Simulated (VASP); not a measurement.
Write the native input for VASP 6.6.1 that does the following.

```yaml
Task: single point
Functional: PBE
Potentials_or_basis: VASP PAW PBE potentials, release 64 (Y_sv, F)
Cutoff: 520 eV
k_mesh: 10 × 10 × 4
Occupations: gaussian, width 0.1 eV
Spin: no spin polarisation
Dipole_correction: no
Further_INCAR_settings: ALGO = Normal; EDIFF = 1e-06; NBANDS = 40
```

The structure of Y5F lies in POSCAR:

```
Y5F
1.0
    3.4379396494      0.0000000000      0.0000000000
    0.0000000000      3.4379396494      0.0000000000
    0.0000000000      0.0000000000     14.1365002514
Y F
5 1
Direct
    0.5000000000      0.5000000000      0.3098980878
    0.5000000000      0.5000000000      0.6901019122
    0.0000000000      0.0000000000      0.1298224108
    0.0000000000      0.0000000000      0.8701775892
    0.0000000000      0.0000000000      0.5000000000
    0.5000000000      0.5000000000      0.0000000000
```

One way to write it, as run:

INCAR

```
SYSTEM = Y5F
  PREC = Accurate
  ENCUT = 520
  EDIFF = 1E-6
  ISMEAR = 0
  SIGMA = 0.1
  LREAL = .FALSE.
  LASPH = .TRUE.
  NELM = 80
  ALGO = Normal
  ISIF = 2
  LWAVE = .FALSE.
  LCHARG = .TRUE.
  GGA = PE
  LELF = .TRUE.
  LVHAR = .TRUE.
  NBANDS = 40
```

KPOINTS

```
Automatic mesh
0
G
  10 10 4
  0 0 0
```

Potentials or basis: VASP PAW PBE potentials, release 64 (Y_sv, F).

The run is started by

```sh
$ cat potpaw_PBE.64/Y_sv/POTCAR potpaw_PBE.64/F/POTCAR > POTCAR
$ mpirun -np 1 vasp_std > vasp.out
```

It gave:

- Pressure: -0.1 GPa
- Largest force: 0.006 eV/Å
- Band gap on the k mesh: zero (band 31 reaches 3.68 eV, above the bottom of band 32 at 2.97 eV)

It took 7.7 min on 1 thread of Intel(R) Xeon(R) Platinum 8488C (Sapphire Rapids) (shared host), peak memory 0.51 GiB.
